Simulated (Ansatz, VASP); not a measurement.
**One calculation of Sn, two programs**

File INCAR:

```
SYSTEM = Sn
  ALGO = Normal
  EDIFF = 1E-6
  ENCUT = 520
  GGA = PE
  ISIF = 2
  ISMEAR = 0
  LASPH = .True.
  LCHARG = .True.
  LELF = .True.
  LREAL = .False.
  LVHAR = .True.
  LWAVE = .False.
  NBANDS = 36
  NELM = 80
  PREC = Accurate
  SIGMA = 0.1
```

Contents of KPOINTS:

```
k-points
0
Gamma
  12 12 4
  0 0 0
```

The input POSCAR:

```
Sn
1.0
    3.8816848355      0.0000000000      0.0000000000
   -1.9408424178      3.3616376770      0.0000000000
    0.0000000000      0.0000000000     10.0606817113
Sn
4
Direct
    0.0000000000      0.0000000000     -0.0044182622
    0.0000000000      0.0000000000      0.4955817378
    0.3333333333      0.6666666667      0.0094182622
    0.6666666667      0.3333333333      0.5094182622
```

Input for Ansatz:

```yaml
crystal:
  lattice:
    - [3.8816848355, 0.0, 0.0]
    - [-1.9408424178, 3.361637677, 0.0]
    - [0.0, 0.0, 10.0606817113]
  atoms:
    - { symbol: Sn, position: [0.0, 0.0, -0.0044182622] }
    - { symbol: Sn, position: [0.0, 0.0, 0.4955817378] }
    - { symbol: Sn, position: [0.3333333333, 0.6666666667, 0.0094182622] }
    - { symbol: Sn, position: [0.6666666667, 0.3333333333, 0.5094182622] }
basis:
  ecutwfc: 420
kpoints:
  mp_grid: { grid: [12, 12, 4] }
hamiltonian:
  xc: pbe
scf:
  occupations: { method: gaussian, width: 0.1 }
output:
  forces: true
  stress: true
  eigenvalues: true
```

Alike in both runs: task single point; functional PBE; k mesh 12 × 12 × 4; occupations gaussian, width 0.1 eV; no spin polarisation.

```csv
,VASP,Ansatz
version,VASP 6.6.1,Ansatz 0.2.0
potentials or method,"VASP PAW PBE potentials, release 64 (Sn_d), cutoff 520 eV","scalar-relativistic, plane waves, PAW"
valence electrons in the cell,56,56
```

VASP gave:

```
gap on the k mesh at the Fermi level (eV)                     : none
pressure (GPa)                                                : 52.3
traceless stress, the component that is largest in VASP (GPa) : -52.08
rms of the force components (eV/Å)                            : 0.831
```

Question: Which values does Ansatz return?

Answer: gap on the k mesh at the Fermi level (eV): none; pressure (GPa): 52.2; traceless stress, the component that is largest in VASP (GPa): -51.96; rms of the force components (eV/Å): 0.836.

Atom by atom the forces differ by 0.005 eV/Å (rms over components). A gap of «none» marks a metal or a gap that the smearing closes. Both programs put the cell under a high pressure, so it lies far from rest at this level.
